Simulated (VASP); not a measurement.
# Rh in VASP: single point with RPBE

Aim: the single point of Rh with RPBE.

All numbers are computed with VASP 6.6.1; they aren't measurements. Logs are shortened: lines on timing, memory, paths and dates and some standing lists are left out, and cuts for length are marked.

**1. The cell of the first run**

The cell holds a slab with vacuum, 8 atoms: a = 5.450 Å, b = 2.725 Å, c = 23.674 Å, α = 90.00°, β = 90.00°, γ = 120.00°.

**2. Single point, RPBE**

The input, INCAR:

```
SYSTEM = Rh
PREC = Accurate ; ENCUT = 520
EDIFF = 1E-7 ; ISMEAR = 0
SIGMA = 0.1 ; LREAL = .False.
LASPH = .True. ; NELM = 100
ALGO = Fast ; ISIF = 2
LWAVE = .False. ; LCHARG = .False.
LDIPOL = .True. ; IDIPOL = 3
DIPOL = 0.5 0.5 0.499 ; GGA = RP
NBANDS = 70
```

The input, KPOINTS:

```
regular mesh
0
Gamma
  6 12 1
  0 0 0
```

The input, POSCAR:

```
Rh
1.0
    5.4496802796      0.0000000000      0.0000000000
   -1.3624200699      2.3597807823      0.0000000000
    0.0000000000      0.0000000000     23.6744679732
Rh
8
Direct
    0.3333333333      0.3333333333      0.3590365794
    0.8333333333      0.3333333333      0.3590365794
    0.6666666667      0.6666666667      0.4530121931
    0.1666666667      0.6666666667      0.4530121931
   -0.0000001007     -0.0000001007      0.5448939717
    0.4999998993     -0.0000001007      0.5448939717
    0.3333332905      0.3333332905      0.6374294141
    0.8333332905      0.3333332905      0.6374294141
```

Potentials or basis: VASP PAW PBE potentials, release 64 (Rh_pv).

Started as:

```
$ cat potpaw_PBE.64/Rh_pv/POTCAR > POTCAR
$ mpirun -np 1 vasp_std > vasp.out
```

OUTCAR:

```text
SYSTEM = Rh
   PREC = Accurate
   ENCUT = 520
   EDIFF = 1E-7
   ISMEAR = 0
   LREAL = .False.
   LASPH = .True.
   NELM = 100
   ISIF = 2
   GGA = RP

 ion  position               nearest neighbor table
   1  0.333  0.333  0.359-   4 2.72   4 2.72   3 2.72   2 2.72   2 2.72   2 2.72   2 2.72
   2  0.833  0.333  0.359-   3 2.72   3 2.72   4 2.72   1 2.72   1 2.72   1 2.72   1 2.72
   3  0.667  0.667  0.453-   5 2.68   6 2.68   6 2.68   2 2.72   2 2.72   1 2.72   4 2.72   4 2.72
                             4 2.72   4 2.72
   4  0.167  0.667  0.453-   6 2.68   5 2.68   5 2.68   1 2.72   1 2.72   2 2.72   3 2.72   3 2.72
                             3 2.72   3 2.72
   5  1.000  1.000  0.545-   3 2.68   4 2.68   4 2.68   8 2.70   8 2.70   7 2.70   6 2.72   6 2.72
                             6 2.72   6 2.72
   6  0.500  1.000  0.545-   4 2.68   3 2.68   3 2.68   7 2.70   7 2.70   8 2.70   5 2.72   5 2.72
                             5 2.72   5 2.72
   7  0.333  0.333  0.637-   6 2.70   6 2.70   5 2.70   8 2.72   8 2.72   8 2.72   8 2.72
   8  0.833  0.333  0.637-   5 2.70   5 2.70   6 2.70   7 2.72   7 2.72   7 2.72   7 2.72

  Warning from LATTYP: Monoclinic adjustment (A1->A3, A2->A1, A3->A2)!
  LATTYP: Found a simple orthorhombic cell.
 ALAT       =     2.7248401398
 B/A-ratio  =     1.7320508076
 C/A-ratio  =     8.6883878535

  Lattice vectors:

 A1 = (   1.3624200699,  -2.3597807823,   0.0000000000)
 A2 = (   4.0872602097,   2.3597807823,   0.0000000000)
 A3 = (   0.0000000000,   0.0000000000,  23.6744679732)

Analysis of symmetry for initial positions (statically):
=====================================================================
 Subroutine PRICEL returns following result:

  LATTYP: Found a hexagonal cell.
 ALAT       =     2.7248401398
 C/A-ratio  =     8.6883878534

  Lattice vectors:

 A1 = (   2.7248401398,   0.0000000000,   0.0000000000)
 A2 = (  -1.3624200699,   2.3597807823,   0.0000000000)
 A3 = (   0.0000000000,   0.0000000000,  23.6744679732)

   2 primitive cells build up your supercell.

 Routine SETGRP: Setting up the symmetry group for a
 simple orthorhombic supercell.

 Subroutine GETGRP returns: Found  2 space group operations
 (whereof  2 operations were pure point group operations)
 out of a pool of  8 trial point group operations.

The static configuration has the point symmetry C_1h.

[... 136 lines left out ...]
   PSTRESS=    0.0 pullay stress
   NELECT =     120.0000    total number of electrons
   NUPDOWN=      -1.0000    fix difference up-down
   EMIN   =  10.00;   EMAX   =-10.00  energy-range for DOS
   EFERMI =   0.00;   METHOD = LEGACY
   ISMEAR =     0;   SIGMA  =   0.10  broadening in eV -4-tet -1-fermi 0-gaus
   EFERMI_NEDOS =   21; number of points for ismear=-14 and -15
   IALGO  =     68    algorithm
   IMIX   =      4    mixing-type and parameters
     AMIX     =   0.40;   BMIX     =  1.00
     AMIX_MAG =   1.60;   BMIX_MAG =  1.00
  volume/ion in A,a.u.               =      38.06       256.82
  Fermi-wavevector in a.u.,A,eV,Ry     =   1.200312  2.268261 19.602590  1.440750
  Thomas-Fermi vector in A             =   2.336152
   LORBIT       =      0    0 simple, 1 ext, 2 COOP (PROOUT), +10 PAW based schemes
   GGA     = RP    functional components
   LHFCALC =     F    Hartree Fock is set to
   AEXX    =    0.0000 exact exchange contribution
   IVDW    =     0    specifies the selected vdW correction
   LEPSILON=     F    determine dielectric tensor
   LRPA    =     F    only Hartree local field effects (RPA)
 non-spin polarized calculation
 RMM-DIIS sequential band-by-band and
 Gauss-broadening in eV      SIGMA  =   0.10
  energy-cutoff  :      520.00
  volume of cell :      304.45
 maximum number of plane-waves:      8260
 NGX is ok and might be reduce to    42
   NGX = 21   NGY = 11   NGZ = 89

 dipolmoment           0.000000      0.000000      0.000528 electrons x Angstroem

 number of electron     119.9999989 magnetization

 dipolmoment           0.000000      0.000000     -0.000993 electrons x Angstroem

 Free energy of the ion-electron system (eV)
  ---------------------------------------------------
  ext. energy  EPLUGINS =         0.00000000
  ---------------------------------------------------
  free energy    TOTEN  =       -50.07286849 eV

  energy without entropy =      -50.01459028  energy(sigma->0) =      -50.04372938

 E-fermi :   1.1727     XC(G=0):  -5.9070

 val. band max:        1.1631955645   @ k =   0.3333   0.4167   0.0000
 cond. band min:       1.1908836685   @ k =   0.3333   0.0000   0.0000
 fundamental gap:      0.0276881039
 Fermi energy:         1.1727446782

 k-point     1 :       0.0000    0.0000    0.0000
  band No.  band energies     occupation
      1     -45.8553      2.00000
      2     -45.8427      2.00000
      3     -45.8186      2.00000
      4     -45.6006      2.00000
      5     -45.5114      2.00000
      6     -45.4956      2.00000
[... 1741 lines left out ...]
     69       5.7361      0.00000
     70       5.7361      0.00000

 [... further k-points ...]

------------------------ aborting loop because EDIFF is reached ----------------------------------------

 vacuum level on the upper side and lower side of the slab       (xc-potential included)        -0.070        -0.064

  FORCE on cell =-STRESS in cart. coord.  units (eV):
  Direction    XX          YY          ZZ          XY          YZ          ZX
  --------------------------------------------------------------------------------------
  -------------------------------------------------------------------------------------
  Total       -3.7204022     -3.7207830     -0.8359327      0.0003298      0.0000587      0.0001015
  in kB      -19.5784164    -19.5804203     -4.3990510      0.0017355      0.0003088      0.0005343
  external PRESSURE =     -14.5192959 kB  Pullay stress =       0.0000000 kB

 VOLUME and BASIS-vectors are now :
 -----------------------------------------------------------------------------
  energy-cutoff  :      520.00
  volume of cell :      304.45
      direct lattice vectors                 reciprocal lattice vectors
     5.449680280  0.000000000  0.000000000     0.183497003  0.105942044  0.000000000
    -1.362420070  2.359780782  0.000000000     0.000000000  0.423768177  0.000000000
     0.000000000  0.000000000 23.674467973     0.000000000  0.000000000  0.042239598

 POSITION                                       TOTAL-FORCE (eV/Angst)
 -----------------------------------------------------------------------------------
      1.36242      0.78659      8.50000         0.000145      0.000083      0.214836
      4.08726      0.78659      8.50000         0.000145      0.000083      0.214836
      2.72484      1.57319     10.72482        -0.000254     -0.000147     -0.235396
      0.00000      1.57319     10.72482        -0.000254     -0.000147     -0.235396
      4.08726      2.35978     12.90007        -0.000095     -0.000055      0.001408
      1.36242      2.35978     12.90007        -0.000095     -0.000055      0.001408
      1.36242      0.78659     15.09080         0.000205      0.000118      0.019152
      4.08726      0.78659     15.09080         0.000205      0.000118      0.019152
 -----------------------------------------------------------------------------------
    total drift:                                0.000713      0.000437      0.003559

  FREE ENERGIE OF THE ION-ELECTRON SYSTEM (eV)
  ---------------------------------------------------
  free  energy   TOTEN  =       -50.0728684886 eV

  energy  without entropy=      -50.0145902788  energy(sigma->0) =      -50.04372938

 vacuum level on the upper side and lower side of the slab         6.078         6.086
```

Run time: 19 min. Hardware: 1 thread of AMD EPYC 9R45 (Zen 5), shared host; peak memory 0.56 GiB.

Results:

| Item | Value |
| --- | --- |
| Free energy | -50.0729 eV |
| Largest force | 0.235 eV/Å |
| Band gap on the k mesh | zero (band 60 reaches 1.83 eV, above the bottom of band 61 at 0.55 eV) |

Forces on the atoms (eV/Å):
```
Rh   0.000  0.000  0.215
Rh   0.000  0.000  0.215
Rh   0.000  0.000 -0.235
Rh   0.000  0.000 -0.235
Rh   0.000  0.000  0.001
Rh   0.000  0.000  0.001
Rh   0.000  0.000  0.019
Rh   0.000  0.000  0.019
```

Caveat: the PAW data sets were made with another functional, which shifts forces and pressure a little.
